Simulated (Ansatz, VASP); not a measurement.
Mg in VASP and in Ansatz

```
Mg
1.0
     3.20927    0.00000    0.00000
    -1.60464    2.77931    0.00000
     0.00000    0.00000    4.79350
Mg
2
Direct
  0.33333 0.66667 0.25000
  0.66667 0.33333 0.75000
```

Change from the starting cell: strain +0.000 along x and y, -0.080 along z, atoms carried along.

Alike in both runs: task single point; functional PBEsol; k mesh 18 × 18 × 10; occupations gaussian, width 0.15 eV; no spin polarisation.

|  | VASP | Ansatz |
| --- | --- | --- |
| version | VASP 6.6.1 | Ansatz 0.2.0 |
| potentials or method | VASP PAW PBE potentials, release 64 (Mg), cutoff 520 eV | scalar-relativistic, plane waves, PAW |
| valence electrons in the cell | 4 | 20 |

```tsv
	VASP	Ansatz	Ansatz less VASP
gap on the k mesh at the Fermi level (eV)	none	none	-
pressure (GPa)	2.4	2.4	+0.02
traceless stress, the component that is largest in VASP (GPa)	3.45	3.43	-0.024
```

VASP's potentials were made for PBE, not for PBEsol. A gap of «none» marks a metal or a gap that the smearing closes. The functional is the same, so the differences come from potentials, cutoffs and numerics. VASP's potentials hold 4 valence electrons a cell and Ansatz's 20, so a difference there can come from the potentials and not from the codes.
